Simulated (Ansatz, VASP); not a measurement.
One calculation of SnSe, two programs

Contents of INCAR:

```
SYSTEM = SnSe
PREC = Accurate
ENCUT = 520
EDIFF = 1E-6
ISMEAR = 0
SIGMA = 0.1
LREAL = .False.
LASPH = .True.
NELM = 100
ALGO = Normal
ISIF = 2
LWAVE = .False.
LCHARG = .False.
GGA = PS
NBANDS = 28
```

Contents of KPOINTS:

```
Automatic mesh
0
Gamma
  10 10 8
  0 0 0
```

File POSCAR:

```
SnSe
1.0
    4.5199305843      0.0000000000      0.0000000000
    0.0000000000      4.5199305843      0.0000000000
    0.0000000000      0.0000000000      5.7491805118
Sn Se
2 2
Direct
    0.0000000000      0.5000000000      0.2385000000
    0.5000000000      0.0000000000      0.7615000000
    0.0000000000      0.0000000000      0.0000000000
    0.5000000000      0.5000000000      0.0000000000
```

Input for Ansatz:

```yaml
crystal:
  lattice:
    - [4.5199305843, 0.0, 0.0]
    - [0.0, 4.5199305843, 0.0]
    - [0.0, 0.0, 5.7491805118]
  atoms:
    - { symbol: Sn, position: [0.0, 0.5, 0.2385] }
    - { symbol: Sn, position: [0.5, 0.0, 0.7615] }
    - { symbol: Se, position: [0.0, 0.0, 0.0] }
    - { symbol: Se, position: [0.5, 0.5, 0.0] }
basis:
  ecutwfc: 420
kpoints:
  mp_grid: { grid: [10, 10, 8] }
hamiltonian:
  xc: pbesol
scf:
  occupations: { method: gaussian, width: 0.1 }
output:
  forces: true
  stress: true
  eigenvalues: true
```

Alike in both runs: task single point; functional PBEsol; k mesh 10 × 10 × 8; occupations gaussian, width 0.1 eV; no spin polarisation.

|  | VASP | Ansatz |
| --- | --- | --- |
| version | VASP 6.6.1 | Ansatz 0.2.0 |
| potentials or method | VASP PAW PBE potentials, release 64 (Sn_d, Se), cutoff 520 eV | scalar-relativistic, plane waves, PAW |
| valence electrons in the cell | 40 | 60 |

VASP gave:

* gap on the k mesh at the Fermi level (eV): none
* pressure (GPa): 11.3
* traceless stress, the component that is largest in VASP (GPa): -6.39
* rms of the force components (eV/Å): 0.758

Q: Which values does Ansatz return?

A: gap on the k mesh at the Fermi level (eV): none; pressure (GPa): 11.2; traceless stress, the component that is largest in VASP (GPa): -6.37; rms of the force components (eV/Å): 0.744.

VASP's potentials were made for PBE, not for PBEsol. Atom by atom the forces differ by 0.014 eV/Å (rms over components). A gap of «none» marks a metal or a gap that the smearing closes. VASP's potentials hold 40 valence electrons a cell and Ansatz's 60, so a difference there can come from the potentials and not from the codes.
